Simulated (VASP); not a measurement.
**Mg2Cl: relaxation of cell and atoms with PBE**

Mg2Cl:

```
Mg Cl
1.0
     5.76832    0.00000    0.00000
     0.00000    5.94396    0.00000
     0.00000    0.00000    3.88252
Mg Cl
4 2
Direct
  0.22500 0.82500 0.50000
  0.72500 0.67500 0.00000
  0.77500 0.17500 0.50000
  0.27500 0.32500 0.00000
  0.50000 0.50000 0.50000
  0.00000 0.00000 0.00000
```

```
Program                : VASP 6.6.1
Task                   : relaxation of cell and atoms
Functional             : PBE
Potentials or basis    : VASP PAW PBE potentials, release 64 (Mg, Cl)
Cutoff                 : 600 eV
k mesh                 : 4 × 4 × 4
Occupations            : gaussian, width 0.1 eV
Spin                   : no spin polarisation
Dipole correction      : no
Further INCAR settings : ALGO = Normal; EDIFF = 1e-06; IBRION = 2; EDIFFG = -0.04; NSW = 90; ISIF = 3
```

The relaxed volume is 23.73 Å³/atom. The relaxed cell is a = 3.663 Å, b = 11.323 Å, c = 3.433 Å, α = 90.00°, β = 90.00°, γ = 90.00° and the space group after relaxing (to 0.1 Å) is Pnnm (No. 58). The energy gained by relaxing is 631.1 meV/atom, the ionic steps are 67 and the pressure after relaxing is -0.1 GPa. The largest force after relaxing is 0.031 eV/Å and the band gap on the k mesh is zero (bands 11 and 12 overlap by 3.13 eV).

Forces in eV/Å, atoms in the order of the input:
```
Mg  -0.016  0.027  0.000
Mg  -0.016 -0.027  0.000
Mg   0.016 -0.027  0.000
Mg   0.016  0.027  0.000
Cl   0.000  0.000  0.000
Cl   0.000  0.000  0.000
```

Stress tensor (GPa, compression positive):
```
-0.24  0.00  0.00
 0.00 -0.03  0.00
 0.00  0.00 -0.11
```

Step by step:
| step | energy change (eV) | largest force (eV/Å) | pressure (GPa) | volume (Å³) |
| --- | --- | --- | --- | --- |
| 1 | 0.0000 | 0.6461 | 7.05 | 133.12 |
| 3 | -0.7168 | 0.3909 | -1.03 | 175.68 |
| 5 | -0.7290 | 0.4088 | -0.43 | 169.12 |
| 7 | -1.0055 | 0.4693 | -0.52 | 166.36 |
| 9 | -2.1100 | 0.0930 | 0.61 | 148.69 |
| 11 | -2.2022 | 0.1431 | -0.33 | 151.99 |
| 13 | -2.2195 | 0.1092 | 0.41 | 147.92 |
| 15 | -2.2363 | 0.0655 | -0.15 | 152.00 |
| 17 | -2.2586 | 0.0677 | 0.23 | 152.38 |
| 19 | -2.2911 | 0.1492 | -0.36 | 158.71 |
| 21 | -2.3779 | 0.8416 | -3.79 | 178.84 |
| 23 | -2.4208 | 0.7559 | -2.54 | 174.62 |
| 25 | -2.4096 | 0.6884 | -2.21 | 173.19 |
| 27 | -2.4065 | 0.6729 | -2.15 | 172.94 |
| 29 | -2.4143 | 0.7137 | -2.41 | 174.15 |
| 31 | -2.4164 | 0.7361 | -2.59 | 174.91 |
| 33 | -2.4425 | 0.7507 | -2.62 | 174.45 |
| 35 | -2.5655 | 0.7822 | -2.79 | 172.29 |
| 37 | -2.9961 | 0.6632 | -3.83 | 162.25 |
| 39 | -3.0902 | 0.5593 | -4.22 | 158.55 |
| 41 | -3.5824 | 0.3289 | -0.45 | 136.58 |
| 43 | -3.5898 | 0.2809 | 0.28 | 133.87 |
| 45 | -3.6538 | 0.1633 | 0.10 | 136.24 |
| 47 | -3.6656 | 0.1104 | 0.04 | 137.89 |
| 49 | -3.6790 | 0.1128 | -0.30 | 139.02 |
| 51 | -3.6876 | 0.1071 | 0.53 | 137.22 |
| 53 | -3.6988 | 0.0954 | 0.55 | 138.10 |
| 55 | -3.7224 | 0.0845 | -0.12 | 141.86 |
| 57 | -3.7316 | 0.0798 | -0.47 | 142.83 |
| 59 | -3.7397 | 0.0450 | 0.13 | 139.71 |
| 61 | -3.7541 | 0.0437 | 0.00 | 139.96 |
| 63 | -3.7702 | 0.0550 | -0.05 | 139.42 |
| 65 | -3.7763 | 0.0662 | -0.07 | 140.02 |
| 67 | -3.7863 | 0.0312 | -0.13 | 142.38 |

Final structure:
```xyz
6
Lattice="3.6628 0.0000 0.0000 0.0000 11.3234 0.0000 0.0000 0.0000 3.4329" Properties=species:S:1:pos:R:3 pbc="T T T"
Mg    0.1023    9.3351    1.7164
Mg    1.9337    7.6499    0.0000
Mg    3.5605    1.9882    1.7164
Mg    1.7291    3.6735    0.0000
Cl    1.8314    5.6617    1.7164
Cl    0.0000    0.0000    0.0000
```

Levels at points of the mesh, in eV from the Fermi level:
| k point | band 9 | band 10 | band 11 | band 12 | band 13 | band 14 | band 15 |
| --- | --- | --- | --- | --- | --- | --- | --- |
| (0.00, 0.00, 0.00) | -4.91 | -3.71 | -0.88 | 1.80 | 1.93 | 3.29 | 3.78 |
| (0.50, 0.00, 0.00) | -2.68 | -2.68 | -2.49 | -2.49 | 2.13 | 2.13 | 2.87 |
| (0.00, 0.50, 0.00) | -4.69 | -4.69 | 0.22 | 0.22 | 3.18 | 3.18 | 4.05 |
| (0.50, 0.50, 0.00) | -3.06 | -3.06 | -1.99 | -1.99 | 1.45 | 1.45 | 3.74 |
| (0.00, 0.00, 0.50) | -2.36 | -2.36 | -2.27 | -2.27 | 2.04 | 2.04 | 2.74 |
| (0.50, 0.00, 0.50) | -0.74 | -0.74 | 0.04 | 0.04 | 0.06 | 0.06 | 0.99 |
| (0.00, 0.50, 0.50) | -2.78 | -2.78 | -1.71 | -1.71 | 1.28 | 1.28 | 3.64 |
| (0.50, 0.50, 0.50) | -0.46 | -0.46 | -0.38 | -0.38 | 0.33 | 0.33 | 0.51 |

It took 28 min on 1 thread of Intel(R) Xeon(R) 6975P-C (Granite Rapids), on a shared host, peak memory 0.32 GiB.

Caveat: the k points lie up to 0.46 Å⁻¹ apart in the final cell, too coarse for converged energies and pressures of a metal; a cell axis changed by over 15 % at a fixed basis, so the end point is rough.
